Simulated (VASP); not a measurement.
# TiBr2 (R-3m) in VASP: a series of runs

Runs on TiBr2. Level: LDA+U. Tasks: single point.

Everything below comes from runs of VASP 6.6.1. Logs are shortened: lines on timing, memory, paths and dates and some standing lists are left out, and cuts for length are marked.

### Step 1. The cell of the first run

The structure is trigonal, space group R-3m (No. 166). The conventional cell has a = 4.143 Å, b = 4.143 Å, c = 18.790 Å, α = 90.00°, β = 90.00°, γ = 120.00°. Within 3.7 Å of Ti (site symmetry -3m) lie 6 Br at 2.84 Å. Br (site symmetry 3m) has 3 Ti at 2.84 Å within 3.7 Å.

### Step 2. Single point, LDA+U, collinear spin

Input file INCAR:

```
SYSTEM = TiBr2
PREC     = Accurate       ! precision mode
ENCUT    = 520            ! plane-wave cutoff, eV
EDIFF    = 1E-7           ! SCF threshold, eV
ISMEAR   = 0              ! smearing method
SIGMA    = 0.05           ! smearing width, eV
LREAL    = .False.        ! projectors in reciprocal space
LASPH    = .True.         ! aspherical terms in the spheres
NELM     = 150            ! most SCF steps
ALGO     = Normal         ! electronic algorithm
ISIF     = 2              ! what is computed and relaxed
LWAVE    = .False.        ! write WAVECAR
LCHARG   = .True.         ! write CHGCAR
ISPIN    = 2              ! spin polarisation
MAGMOM   = 1 0 0          ! initial moments
LORBIT   = 11             ! projections on sites
LMAXMIX  = 4              ! l up to which the mixer works
LDAU     = .True.         ! DFT+U
LDAUTYPE = 2            
LDAUL    = 2 -1           ! shell
LDAUU    = 7 0            ! U, eV
LDAUJ    = 0 0          
LDAUPRINT= 1            
LELF     = .True.         ! ELF
LVHAR    = .True.       
NBANDS   = 24             ! bands
```

Input file KPOINTS:

```
Automatic mesh
0
Gamma
  5 5 5
  0 0 0
```

Input file POSCAR:

```
TiBr2
1.0
    2.0716729200      1.1960809200      6.2634474900
   -2.0716729200      1.1960809200      6.2634474900
    0.0000000000     -2.3921618400      6.2634474900
Ti Br
1 2
Direct
    0.0000000000      0.0000000000      0.0000000000
    0.2520000000      0.2520000000      0.2520000000
    0.7480000000      0.7480000000      0.7480000000
```

Potentials or basis: VASP PAW LDA potentials, release 64 (Ti_sv, Br).

Run with:

```bash
cat potpaw_LDA.64/Ti_sv/POTCAR potpaw_LDA.64/Br/POTCAR > POTCAR
mpirun -np 1 vasp_std > vasp.out
```

OUTCAR:

```text
SYSTEM = TiBr2
   PREC = Accurate
   ENCUT = 520
   EDIFF = 1E-7
   ISMEAR = 0
   LREAL = .False.
   LASPH = .True.
   NELM = 150
   ISIF = 2
   ISPIN = 2
   LORBIT = 11

 ion  position               nearest neighbor table
   1  0.000  0.000  0.000-   3 2.84   3 2.84   2 2.84   2 2.84   3 2.84   2 2.84
   2  0.252  0.252  0.252-   1 2.84   1 2.84   1 2.84
   3  0.748  0.748  0.748-   1 2.84   1 2.84   1 2.84

  LATTYP: Found a trigonal (rhomboedric) cell.
 ALAT       =     6.7047157072
 COS(alpha) =     0.8090535275

  Lattice vectors:

 A1 = (   2.0716729200,   1.1960809200,   6.2634474900)
 A2 = (  -2.0716729200,   1.1960809200,   6.2634474900)
 A3 = (   0.0000000000,  -2.3921618400,   6.2634474900)

Analysis of symmetry for initial positions (statically):
=====================================================================
 Subroutine PRICEL returns:
 Original cell was already a primitive cell.

 Routine SETGRP: Setting up the symmetry group for a
 trigonal (rhombohedral) supercell.

 Subroutine GETGRP returns: Found 12 space group operations
 (whereof 12 operations were pure point group operations)
 out of a pool of 12 trial point group operations.

The static configuration has the point symmetry D_3d.

Analysis of symmetry for dynamics (positions and initial velocities):
=====================================================================
 Subroutine PRICEL returns:
 Original cell was already a primitive cell.

 Routine SETGRP: Setting up the symmetry group for a
 trigonal (rhombohedral) supercell.

 Subroutine GETGRP returns: Found 12 space group operations
 (whereof 12 operations were pure point group operations)
 out of a pool of 12 trial point group operations.

The dynamic configuration has the point symmetry D_3d.

Analysis of structural, dynamic, and magnetic symmetry:
=====================================================================
 Subroutine PRICEL returns:
 Original cell was already a primitive cell.

 Routine SETGRP: Setting up the symmetry group for a
 trigonal (rhombohedral) supercell.

[... 170 lines left out ...]
  o =  0.0387  v =  0.0000  0.0000  0.0000  0.0000  0.0000  0.0000 -0.7784 -0.0000  0.0000 -0.6277      0.0000  0.0000  0.0000  0.0000  0.0000  0.0000  0.0000  0.0000  0.0000  0.0000
  o =  0.0490  v = -0.7419  0.0000  0.0000 -0.6705 -0.0000  0.0000  0.0000  0.0000  0.0000  0.0000      0.0000  0.0000  0.0000  0.0000  0.0000  0.0000  0.0000  0.0000  0.0000  0.0000
  o =  0.0490  v =  0.0000  0.6705  0.0000  0.0000  0.7419  0.0000  0.0000  0.0000  0.0000  0.0000      0.0000  0.0000  0.0000  0.0000  0.0000  0.0000  0.0000  0.0000  0.0000  0.0000
  o =  0.8638  v = -0.6705  0.0000 -0.0000  0.7419  0.0000  0.0000  0.0000  0.0000  0.0000  0.0000      0.0000  0.0000  0.0000  0.0000  0.0000  0.0000  0.0000  0.0000  0.0000  0.0000
  o =  0.8638  v =  0.0000 -0.7419  0.0000  0.0000  0.6705  0.0000  0.0000  0.0000  0.0000  0.0000      0.0000  0.0000  0.0000  0.0000  0.0000  0.0000  0.0000  0.0000  0.0000  0.0000

 number of electron      26.0000001 magnetization       2.0000515

 Free energy of the ion-electron system (eV)
  ---------------------------------------------------
  ext. energy  EPLUGINS =         0.00000000
  ---------------------------------------------------
  free energy    TOTEN  =       -12.95241473 eV

  energy without entropy =      -12.95241473  energy(sigma->0) =      -12.95241473

 E-fermi :   1.2973     XC(G=0):  -8.6355

 val. band max:        0.9286361336   @ k =   0.4000   0.4000   0.0000
 cond. band min:       3.9499184246   @ k =   0.0000   0.0000   0.0000
 fundamental gap:      3.0212822910
 Fermi energy:         1.2972986275

 spin component 1

 k-point     1 :       0.0000    0.0000    0.0000
  band No.  band energies     occupation
      1     -54.7033      1.00000
      2     -31.5224      1.00000
      3     -31.2777      1.00000
      4     -31.2777      1.00000
      5     -13.2830      1.00000
      6     -12.7582      1.00000
[... 502 lines left out ...]
     23      10.0347      0.00000
     24      10.7966      0.00000
 Fermi energy:         1.2972986275

 spin component 2

 k-point     1 :       0.0000    0.0000    0.0000
  band No.  band energies     occupation
      1     -53.1327      1.00000
      2     -30.1431      1.00000
      3     -29.6538      1.00000
      4     -29.6538      1.00000
      5     -13.2626      1.00000
      6     -12.7524      1.00000
[... 502 lines left out ...]
     23      10.6691      0.00000
     24      11.2329      0.00000

------------------------ aborting loop because EDIFF is reached ----------------------------------------

  FORCE on cell =-STRESS in cart. coord.  units (eV):
  Direction    XX          YY          ZZ          XY          YZ          ZX
  --------------------------------------------------------------------------------------
  -------------------------------------------------------------------------------------
  Total       -2.6114470     -2.6114470     -1.9585728      0.0000000      0.0000000      0.0000000
  in kB      -44.9309246    -44.9309247    -33.6979798      0.0000000      0.0000000      0.0000000
  external PRESSURE =     -41.1866097 kB  Pullay stress =       0.0000000 kB

 VOLUME and BASIS-vectors are now :
 -----------------------------------------------------------------------------
  energy-cutoff  :      520.00
  volume of cell :       93.12
      direct lattice vectors                 reciprocal lattice vectors
     2.071672920  1.196080920  6.263447490     0.241350840  0.139343972  0.053218828
    -2.071672920  1.196080920  6.263447490    -0.241350840  0.139343972  0.053218828
     0.000000000 -2.392161840  6.263447490     0.000000000 -0.278687945  0.053218828

 POSITION                                       TOTAL-FORCE (eV/Angst)
 -----------------------------------------------------------------------------------
      0.00000      0.00000      0.00000         0.000000     -0.000000      0.000000
      0.00000      0.00000      4.73517        -0.000000      0.000000      0.515530
      0.00000      0.00000     14.05518        -0.000000      0.000000     -0.515530
 -----------------------------------------------------------------------------------
    total drift:                               -0.000000     -0.000000     -0.000000

  FREE ENERGIE OF THE ION-ELECTRON SYSTEM (eV)
  ---------------------------------------------------
  free  energy   TOTEN  =       -12.9524147340 eV

  energy  without entropy=      -12.9524147340  energy(sigma->0) =      -12.95241473

 total charge

# of ion       s       p       d       tot
------------------------------------------
    1        2.105   6.023   1.917  10.045
    2        1.607   3.254   0.011   4.871
    3        1.607   3.254   0.011   4.871
--------------------------------------------------
tot          5.318  12.532   1.938  19.788

 magnetization (x)

# of ion       s       p       d       tot
------------------------------------------
    1        0.012   0.009   1.729   1.750
    2       -0.000  -0.014   0.003  -0.012
    3       -0.000  -0.014   0.003  -0.012
--------------------------------------------------
tot          0.011  -0.020   1.735   1.727
```

OSZICAR:

```text
N       E                     dE             d eps       ncg     rms          rms(c)
DAV:   1     0.227950668845E+03    0.22795E+03   -0.11158E+04  1824   0.971E+02
DAV:   2     0.764890604892E+01   -0.22030E+03   -0.21147E+03  2120   0.270E+02
DAV:   3    -0.115222133646E+02   -0.19171E+02   -0.18818E+02  2648   0.805E+01
[... 10 lines left out ...]
DAV:  14    -0.129516365813E+02   -0.12796E-02   -0.38212E-03  2160   0.262E-01    0.519E-02
DAV:  15    -0.129523161092E+02   -0.67953E-03   -0.46720E-03  2208   0.273E-01    0.281E-02
DAV:  16    -0.129524039348E+02   -0.87826E-04   -0.62239E-04  1976   0.969E-02    0.123E-02
DAV:  17    -0.129524143479E+02   -0.10413E-04   -0.58443E-05  2320   0.304E-02    0.373E-03
DAV:  18    -0.129524147209E+02   -0.37307E-06   -0.23485E-06  2240   0.823E-03    0.178E-03
DAV:  19    -0.129524147340E+02   -0.13019E-07   -0.58110E-07  1992   0.345E-03
   1 F= -.12952415E+02 E0= -.12952415E+02  d E =-.176906E-26  mag=     2.0000
```

stdout:

```text
POSCAR found type information on POSCAR TiBr
 POSCAR found :  2 types and       3 ions
 scaLAPACK will be used
 LDA part: xc-table for (Slater(with rela. corr.)+CA(PZ))
 , standard interpolation
 POSCAR, INCAR and KPOINTS ok, starting setup
 FFT: planning ... GRIDC
 FFT: planning ... GRID_SOFT
 FFT: planning ... GRID
 WAVECAR not read
 entering main loop
```

Run time: 3.6 min. Hardware: 1 thread of Intel Xeon Platinum 8259CL at 2.50GHz (Skylake/Cascade Lake), shared host; peak memory 0.33 GiB.

What came out:

```
Free energy                                           : -12.9524 eV
Pressure                                              : -4.1 GPa
Largest force                                         : 0.516 eV/Å
Band gap on the k mesh                                : 3.02 eV (least direct gap 3.68 eV)
Net moment                                            : 2.00 μB per cell
Site moments                                          : Ti +1.75; Br -0.01 μB
Valence electrons inside the program's atomic spheres : Ti 10.04; Br 4.87
```

Forces on the atoms (eV/Å):
```
Ti   0.000  0.000  0.000
Br   0.000  0.000  0.516
Br   0.000  0.000 -0.516
```

Levels at points of the mesh, in eV from the valence-band top:
Spin up:
```csv
k point,band 10,band 11,band 12,band 13,band 14,band 15,band 16,band 17,band 18,band 19
"(0.00, 0.00, 0.00)",-1.11,-1.11,-0.70,-0.66,-0.66,3.02,4.61,4.84,5.27,5.27
```
Spin down:
| k point | band 10 | band 11 | band 12 | band 13 | band 14 | band 15 |
| --- | --- | --- | --- | --- | --- | --- |
| (0.00, 0.00, 0.00) | -1.08 | -1.08 | -0.70 | 3.33 | 5.07 | 5.36 |

Eigenvalues of the final occupation matrices:
```csv
site,spin,trace,eigenvalues
site 1 d,1,1.83,0.01 0.05 0.05 0.86 0.86
site 1 d,2,0.10,0.01 0.01 0.01 0.04 0.04
```

Caveat: the cell stands under tension; an odd mesh through Γ misses points on the zone boundary, where band edges can lie.

### Step 3. Single point, LDA+U, collinear spin, zero start

INCAR, as its differences from that of step 2:

```diff
@@ -3,3 +3,3 @@
 ENCUT    = 520            ! plane-wave cutoff, eV
-EDIFF    = 1E-7           ! SCF threshold, eV
+EDIFF    = 1E-6           ! SCF threshold, eV
 ISMEAR   = 0              ! smearing method
@@ -12,6 +12,7 @@
 LWAVE    = .False.        ! write WAVECAR
-LCHARG   = .True.         ! write CHGCAR
+LCHARG   = .False.        ! write CHGCAR
 ISPIN    = 2              ! spin polarisation
-MAGMOM   = 1 0 0          ! initial moments
+MAGMOM   = 0 0 0          ! initial moments
 LORBIT   = 11             ! projections on sites
+NUPDOWN  = 0.0            ! fixed moment
 LMAXMIX  = 4              ! l up to which the mixer works
@@ -23,4 +24,3 @@
 LDAUPRINT= 1            
-LELF     = .True.         ! ELF
-LVHAR    = .True.       
+GGA      = CA             ! functional
 NBANDS   = 24             ! bands
```

KPOINTS is that of step 2.

POSCAR is that of step 2.

Potentials or basis: VASP PAW LDA potentials, release 64 (Ti_sv, Br).

Run with:

```bash
cat potpaw_LDA.64/Ti_sv/POTCAR potpaw_LDA.64/Br/POTCAR > POTCAR
mpirun -np 1 vasp_std > vasp.out
```

Wall time 3 min (1 thread of Intel Xeon Platinum 8259CL at 2.50GHz (Skylake/Cascade Lake), shared host); peak memory 0.33 GiB.

Results (log left out):

| Property | Result |
| --- | --- |
| Free energy | -10.2084 eV |
| Pressure | -7.2 GPa |
| Largest force | 0.776 eV/Å |
| Net moment | 0.00 μB per cell |
| Valence electrons inside the program's atomic spheres | Ti 9.90; Br 4.85 |

Forces in eV/Å, atoms in the order of the input:
```
Ti   0.000  0.000  0.000
Br   0.000  0.000  0.776
Br   0.000  0.000 -0.776
```

Stress tensor (GPa, compression positive):
```
-8.37  0.00  0.00
 0.00 -8.37  0.00
 0.00  0.00 -4.86
```

Eigenvalues of the final occupation matrices:
```csv
site,spin,trace,eigenvalues
site 1 d,1,0.88,0.02 0.05 0.05 0.38 0.38
site 1 d,2,0.88,0.02 0.05 0.05 0.38 0.38
```

Caveat: the cell stands under tension; the total moment is fixed, so each spin has its own Fermi level.

### Step 4. Single point, LDA+U, collinear spin

Input file INCAR:

```
SYSTEM = TiBr2
PREC = Accurate ; ENCUT = 520
EDIFF = 1E-6 ; ISMEAR = 0
SIGMA = 0.05 ; LREAL = .FALSE.
LASPH = .TRUE. ; NELM = 150
ALGO = Normal ; ISIF = 2
LWAVE = .FALSE. ; LCHARG = .FALSE.
ISPIN = 2 ; MAGMOM = -0.69 0 0
LORBIT = 11 ; LMAXMIX = 4
LDAU = .TRUE. ; LDAUTYPE = 2
LDAUL = 2 -1 ; LDAUU = 7 0
LDAUJ = 0 0 ; LDAUPRINT = 1
GGA = CA ; NBANDS = 24
```

Input file KPOINTS:

```
Automatic mesh
0
G
  5 5 5
  0 0 0
```

POSCAR is that of step 3.

Run with:

```bash
cat potpaw_LDA.64/Ti_sv/POTCAR potpaw_LDA.64/Br/POTCAR > POTCAR
mpirun -np 1 vasp_std > vasp.out
```

Run time: 3.1 min. Hardware: 1 thread of Intel Xeon Platinum 8259CL at 2.50GHz (Skylake/Cascade Lake), shared host; peak memory 0.33 GiB.

It converged, with:

- Free energy: -12.9524 eV
- Pressure: -4.1 GPa
- Largest force: 0.515 eV/Å
- Band gap on the k mesh: 3.02 eV (least direct gap 3.68 eV)
- Net moment: -2.00 μB per cell
- Site moments: Ti -1.75; Br +0.01 μB
- Valence electrons inside the program's atomic spheres: Ti 10.04; Br 4.87

Forces in eV/Å, atoms in the order of the input:
```
Ti   0.000  0.000  0.000
Br   0.000  0.000  0.515
Br   0.000  0.000 -0.515
```

Stress tensor (GPa, compression positive):
```
-4.50  0.00  0.00
 0.00 -4.50  0.00
 0.00  0.00 -3.37
```

Levels at points of the mesh, in eV from the valence-band top:
Spin up:
| k point | band 9 | band 10 | band 11 | band 12 | band 13 | band 14 | band 15 | band 16 |
| --- | --- | --- | --- | --- | --- | --- | --- | --- |
| (0.00, 0.00, 0.00) | -1.80 | -1.08 | -1.08 | -0.70 | 3.33 | 5.07 | 5.36 | 5.36 |
Spin down:
```
           k point  band 12  band 13  band 14  band 15  band 16  band 17
(0.00, 0.00, 0.00)    -0.70    -0.66    -0.66     3.02     4.61     4.84
```

Eigenvalues of the final occupation matrices:
```
    site  spin  trace               eigenvalues
site 1 d     1   0.10  0.01 0.01 0.01 0.04 0.04
site 1 d     2   1.83  0.01 0.05 0.05 0.86 0.86
```

Caveat: the cell stands under tension; an odd mesh through Γ misses points on the zone boundary, where band edges can lie.
